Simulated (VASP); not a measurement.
# NbP in VASP: single point with PBE

Aim: the single point of NbP with PBE.

All numbers are computed with VASP 6.6.1; they aren't measurements. Logs are shortened: lines on timing, memory, paths and dates and some standing lists are left out, and cuts for length are marked.

## Step 1: The cell of the first run

The cell holds a slab with vacuum, 8 atoms: a = 3.350 Å, b = 3.350 Å, c = 24.561 Å, α = 90.00°, β = 90.00°, γ = 90.00°.

## Step 2: Single point, PBE

INCAR reads:

```
  PREC = Accurate
  ENCUT = 520
  EDIFF = 1E-6
  ISMEAR = -1
  SIGMA = 0.05
  LREAL = False
  LASPH = True
  NELM = 60
  ALGO = Normal
  ISIF = 2
  LWAVE = False
  LCHARG = False
  LDIPOL = True
  IDIPOL = 3
  DIPOL = 0.5 0.5 0.500
  GGA = PE
  NBANDS = 46
```

KPOINTS reads:

```
Automatic mesh
0
Gamma
  8 8 1
```

POSCAR reads:

```
NbP
1.0
    3.3498465088      0.0000000000      0.0000000000
    0.0000000000      3.3498465088      0.0000000000
    0.0000000000      0.0000000000     24.5614931227
Nb P
4 4
Direct
    0.5000000000      0.5000000000      0.3053560287
    0.0000000000      0.5000000000      0.4222078046
    0.0000000000      0.0000000000      0.5390595804
    0.5000000000      0.0000000000      0.6559113562
    0.0000000000      0.0000000000      0.3440886391
    0.5000000000      0.0000000000      0.4609404196
    0.5000000000      0.5000000000      0.5777921908
    0.0000000000      0.5000000000      0.6946439713
```

Potentials or basis: VASP PAW PBE potentials, release 64 (Nb_sv, P).

Started as:

```console
$ cat potpaw_PBE.64/Nb_sv/POTCAR potpaw_PBE.64/P/POTCAR > POTCAR
$ mpirun -np 1 vasp_std > vasp.out
```

OUTCAR:

```text
PREC = Accurate
   ENCUT = 520
   EDIFF = 1E-6
   ISMEAR = -1
   LREAL = False
   LASPH = True
   NELM = 60
   ISIF = 2
   GGA = PE

 ion  position               nearest neighbor table
   1  0.500  0.500  0.305-   5 2.55   5 2.55   5 2.55   5 2.55
   2  0.000  0.500  0.422-   5 2.55   5 2.55   6 2.55   6 2.55   6 2.55   6 2.55
   3  0.000  0.000  0.539-   6 2.55   6 2.55   7 2.55   7 2.55   7 2.55   7 2.55
   4  0.500  0.000  0.656-   7 2.55   7 2.55   8 2.55   8 2.55   8 2.55   8 2.55
   5  0.000  0.000  0.344-   2 2.55   2 2.55   1 2.55   1 2.55   1 2.55   1 2.55
   6  0.500  0.000  0.461-   3 2.55   3 2.55   2 2.55   2 2.55   2 2.55   2 2.55
   7  0.500  0.500  0.578-   4 2.55   4 2.55   3 2.55   3 2.55   3 2.55   3 2.55
   8  0.000  0.500  0.695-   4 2.55   4 2.55   4 2.55   4 2.55

  LATTYP: Found a simple tetragonal cell.
 ALAT       =     3.3498465088
 C/A-ratio  =     7.3321249371

  Lattice vectors:

 A1 = (   3.3498465088,   0.0000000000,   0.0000000000)
 A2 = (   0.0000000000,   3.3498465088,   0.0000000000)
 A3 = (   0.0000000000,   0.0000000000,  24.5614931227)

Analysis of symmetry for initial positions (statically):
=====================================================================
 Subroutine PRICEL returns:
 Original cell was already a primitive cell.

 Routine SETGRP: Setting up the symmetry group for a
 simple tetragonal supercell.

 Subroutine GETGRP returns: Found  4 space group operations
 (whereof  4 operations were pure point group operations)
 out of a pool of 16 trial point group operations.

The static configuration has the point symmetry C_2v.

Analysis of symmetry for dynamics (positions and initial velocities):
=====================================================================
 Subroutine PRICEL returns:
 Original cell was already a primitive cell.

 Routine SETGRP: Setting up the symmetry group for a
 simple tetragonal supercell.

 Subroutine GETGRP returns: Found  4 space group operations
 (whereof  4 operations were pure point group operations)
 out of a pool of 16 trial point group operations.

The dynamic configuration has the point symmetry C_2v.

 Subroutine INISYM returns: Found  4 space group operations
 (whereof  4 operations are pure point group operations),
 and found     1 'primitive' translations

----------------------------------------------------------------------------------------

                                     Primitive cell

  volume of cell :     275.6161

  direct lattice vectors                    reciprocal lattice vectors
     3.349846509  0.000000000  0.000000000     0.298521140  0.000000000  0.000000000
     0.000000000  3.349846509  0.000000000     0.000000000  0.298521140  0.000000000
     0.000000000  0.000000000 24.561493123     0.000000000  0.000000000  0.040714137

  length of vectors
     3.349846509  3.349846509 24.561493123     0.298521140  0.298521140  0.040714137

  position of ions in fractional coordinates (direct lattice)
     0.500000000  0.500000000  0.305356029
     0.000000000  0.500000000  0.422207805
     0.000000000  0.000000000  0.539059580
     0.500000000  0.000000000  0.655911356
     0.000000000  0.000000000  0.344088639
     0.500000000  0.000000000  0.460940420
     0.500000000  0.500000000  0.577792191
     0.000000000  0.500000000  0.694643971

  ion indices of the primitive-cell ions
   primitive index   ion index
                 1           1
                 2           2
                 3           3
                 4           4
                 5           5
                 6           6
                 7           7
                 8           8

----------------------------------------------------------------------------------------

 KPOINTS: Automatic mesh

Automatic generation of k-mesh.
 Grid dimensions read from file:
 generate k-points for:    8    8    1

 Generating k-lattice:

  Cartesian coordinates                     Fractional coordinates (reciprocal lattice)
     0.037315143  0.000000000  0.000000000     0.125000000  0.000000000  0.000000000
     0.000000000  0.037315143  0.000000000     0.000000000  0.125000000  0.000000000
     0.000000000  0.000000000  0.040714137     0.000000000  0.000000000  1.000000000

  Length of vectors
     0.037315143  0.037315143  0.040714137

  Shift w.r.t. Gamma in fractional coordinates (k-lattice)
     0.000000000  0.000000000  0.000000000

 Subroutine IBZKPT returns following result:
 ===========================================

 Found     25 irreducible k-points:

 Following reciprocal coordinates:
            Coordinates               Weight
  0.000000  0.000000  0.000000      1.000000
  0.125000  0.000000  0.000000      2.000000
  0.000000  0.125000  0.000000      2.000000
  0.250000  0.000000  0.000000      2.000000
  0.000000  0.250000  0.000000      2.000000
  0.375000  0.000000  0.000000      2.000000
[... 16 lines left out ...]
  0.500000  0.375000  0.000000      2.000000
 -0.375000  0.500000  0.000000      2.000000
   k-points           NKPTS =     25   k-points in BZ     NKDIM =     25   number of bands    NBANDS=     46
   number of dos      NEDOS =    301   number of ions     NIONS =      8
   total plane-waves  NPLWV = 150528
   dimension x,y,z NGX =    28 NGY =   28 NGZ =  192
   dimension x,y,z NGXF=    56 NGYF=   56 NGZF=  384
   ions per type =               4   4
   NGX,Y,Z   is equivalent  to a cutoff of  13.90, 13.90, 13.00 a.u.
   NGXF,Y,Z  is equivalent  to a cutoff of  27.79, 27.79, 25.99 a.u.
 SYSTEM =  unknown system
   PREC   = accura    normal or accurate (medium, high low for compatibility)
   ISTART =      0    job   : 0-new  1-cont  2-samecut
   ICHARG =      2    charge: 1-file 2-atom 10-const
   ISPIN  =      1    spin polarized calculation?
   LNONCOLLINEAR =      F non collinear calculations
   LSORBIT =      F    spin-orbit coupling
   LASPH  =      T    aspherical Exc in radial PAW
   ENCUT  =  520.0 eV  38.22 Ry    6.18 a.u.   6.23  6.23 45.67*2*pi/ulx,y,z
   NELM   =     60;   NELMIN=  2; NELMDL= -5     # of ELM steps
   EDIFF  = 0.1E-05   stopping-criterion for ELM
   LREAL  =      F    real-space projection
   EDIFFG = 0.1E-04   stopping-criterion for IOM
   NSW    =      0    number of steps for IOM
   IBRION =     -1    ionic relax: 0-MD 1-quasi-New 2-CG
   NFREE  =      0    steps in history (QN), initial steepest desc. (CG)
   ISIF   =      2    stress and relaxation
   ISYM   =      2    0-nonsym 1-usesym 2-fastsym
   POTIM  = 0.5000    time-step for ionic-motion
   TEBEG  =    0.0;   TEEND  =   0.0 temperature during run
   PSTRESS=    0.0 pullay stress
   NELECT =      72.0000    total number of electrons
   NUPDOWN=      -1.0000    fix difference up-down
   EMIN   =  10.00;   EMAX   =-10.00  energy-range for DOS
   EFERMI =   0.00;   METHOD = LEGACY
   ISMEAR =    -1;   SIGMA  =   0.05  broadening in eV -4-tet -1-fermi 0-gaus
   EFERMI_NEDOS =   21; number of points for ismear=-14 and -15
   IALGO  =     38    algorithm
   IMIX   =      4    mixing-type and parameters
     AMIX     =   0.40;   BMIX     =  1.00
     AMIX_MAG =   1.60;   BMIX_MAG =  1.00
  volume/ion in A,a.u.               =      34.45       232.49
  Fermi-wavevector in a.u.,A,eV,Ry     =   1.046528  1.977651 14.901381  1.095221
  Thomas-Fermi vector in A             =   2.181370
   LORBIT       =      0    0 simple, 1 ext, 2 COOP (PROOUT), +10 PAW based schemes
   GGA     = PE    functional components
   LHFCALC =     F    Hartree Fock is set to
   AEXX    =    0.0000 exact exchange contribution
   IVDW    =     0    specifies the selected vdW correction
   LEPSILON=     F    determine dielectric tensor
   LRPA    =     F    only Hartree local field effects (RPA)
 non-spin polarized calculation
  energy-cutoff  :      520.00
  volume of cell :      275.62
 maximum number of plane-waves:      7472
 NGX is ok and might be reduce to    28
   NGX = 13   NGY = 13   NGZ = 91

 dipolmoment           0.000000      0.000000     -0.090906 electrons x Angstroem

 number of electron      71.9999997 magnetization

 dipolmoment           0.000000      0.000000      0.073774 electrons x Angstroem

 Free energy of the ion-electron system (eV)
  ---------------------------------------------------
  ext. energy  EPLUGINS =         0.00000000
  ---------------------------------------------------
  free energy    TOTEN  =       -67.43608628 eV

  energy without entropy =      -67.39464508  energy(sigma->0) =      -67.41536568

 E-fermi :   2.4825     XC(G=0):  -6.4118

 val. band max:        2.4790347154   @ k =  -0.1250   0.5000   0.0000
 cond. band min:       2.4850031898   @ k =   0.1250   0.0000   0.0000
 fundamental gap:      0.0059684744
 Fermi energy:         2.4824754591

 k-point     1 :       0.0000    0.0000    0.0000
  band No.  band energies     occupation
      1     -52.6302      2.00000
      2     -52.5004      2.00000
      3     -52.4407      2.00000
      4     -52.3679      2.00000
      5     -28.7803      2.00000
      6     -28.7192      2.00000
[... 38 lines left out ...]
     45       5.4870      0.00000
     46       5.6531      0.00000

 k-point     2 :       0.1250    0.0000    0.0000
  band No.  band energies     occupation
      1     -52.6277      2.00000
      2     -52.4979      2.00000
      3     -52.4383      2.00000
      4     -52.3654      2.00000
      5     -28.7733      2.00000
      6     -28.7140      2.00000
[... 38 lines left out ...]
     45       5.2050      0.00000
     46       5.6957      0.00000

 k-point     3 :       0.0000    0.1250    0.0000
  band No.  band energies     occupation
      1     -52.6277      2.00000
      2     -52.4978      2.00000
      3     -52.4379      2.00000
      4     -52.3657      2.00000
      5     -28.7751      2.00000
      6     -28.7142      2.00000
[... 1018 lines left out ...]
     45       5.7832      0.00000
     46       6.2242      0.00000

 k-point    24 :      -0.3750    0.5000    0.0000
  band No.  band energies     occupation
      1     -52.5997      2.00000
      2     -52.4693      2.00000
      3     -52.4085      2.00000
      4     -52.3384      2.00000
      5     -28.8177      2.00000
      6     -28.7585      2.00000
[... 38 lines left out ...]
     45       5.9643      0.00000
     46       6.4012      0.00000

 [... further k-points ...]

------------------------ aborting loop because EDIFF is reached ----------------------------------------

 vacuum level on the upper side and lower side of the slab       (xc-potential included)         0.419        -0.759

  FORCE on cell =-STRESS in cart. coord.  units (eV):
  Direction    XX          YY          ZZ          XY          YZ          ZX
  --------------------------------------------------------------------------------------
  -------------------------------------------------------------------------------------
  Total       -4.6033780     -4.6631514     -2.6277353      0.0000000      0.0000000      0.0000000
  in kB      -26.7597864    -27.1072537    -15.2752250      0.0000000      0.0000000      0.0000000
  external PRESSURE =     -23.0474217 kB  Pullay stress =       0.0000000 kB

 VOLUME and BASIS-vectors are now :
 -----------------------------------------------------------------------------
  energy-cutoff  :      520.00
  volume of cell :      275.62
      direct lattice vectors                 reciprocal lattice vectors
     3.349846509  0.000000000  0.000000000     0.298521140  0.000000000  0.000000000
     0.000000000  3.349846509  0.000000000     0.000000000  0.298521140  0.000000000
     0.000000000  0.000000000 24.561493123     0.000000000  0.000000000  0.040714137

 POSITION                                       TOTAL-FORCE (eV/Angst)
 -----------------------------------------------------------------------------------
      1.67492      1.67492      7.50000         0.000000      0.000000      1.098231
      0.00000      1.67492     10.37005         0.000000      0.000000     -0.362468
      0.00000      0.00000     13.24011         0.000000      0.000000     -0.242475
      1.67492      0.00000     16.11016         0.000000      0.000000      0.235620
      0.00000      0.00000      8.45133         0.000000      0.000000     -0.702952
      1.67492      0.00000     11.32138         0.000000      0.000000      0.180678
      1.67492      1.67492     14.19144         0.000000      0.000000      0.074997
      0.00000      1.67492     17.06149         0.000000      0.000000     -0.281631
 -----------------------------------------------------------------------------------
    total drift:                                0.000000     -0.000000      0.000369

  FREE ENERGIE OF THE ION-ELECTRON SYSTEM (eV)
  ---------------------------------------------------
  free  energy   TOTEN  =       -67.4360862849 eV

  energy  without entropy=      -67.3946450834  energy(sigma->0) =      -67.41536568

 vacuum level on the upper side and lower side of the slab         7.671         6.453
```

It took 24 min on 1 thread of Intel Xeon 8259CL, shared host; peak memory 0.54 GiB.

Results:

- Free energy: -67.4361 eV
- Largest force: 1.098 eV/Å
- Band gap on the k mesh: zero (bands 36 and 37 overlap by 1.34 eV)

Forces on the atoms (eV/Å):
```
Nb   0.000  0.000  1.098
Nb   0.000  0.000 -0.362
Nb   0.000  0.000 -0.242
Nb   0.000  0.000  0.236
P    0.000  0.000 -0.703
P    0.000  0.000  0.181
P    0.000  0.000  0.075
P    0.000  0.000 -0.282
```

Levels at points of the mesh, in eV from the Fermi level:
| k point | band 33 | band 34 | band 35 | band 36 | band 37 | band 38 | band 39 | band 40 |
| --- | --- | --- | --- | --- | --- | --- | --- | --- |
| (0.00, 0.00, 0.00) | -1.02 | -0.99 | -0.27 | -0.26 | -0.10 | 0.93 | 1.14 | 1.37 |
| (0.50, 0.00, 0.00) | -1.41 | -0.96 | 0.01 | 0.08 | 0.25 | 0.52 | 0.78 | 1.04 |
| (0.00, 0.50, 0.00) | -0.84 | -0.75 | -0.06 | 0.06 | 0.06 | 0.24 | 0.30 | 1.42 |
| (0.50, 0.50, 0.00) | -0.72 | -0.34 | -0.33 | 1.05 | 1.06 | 1.82 | 2.33 | 3.00 |
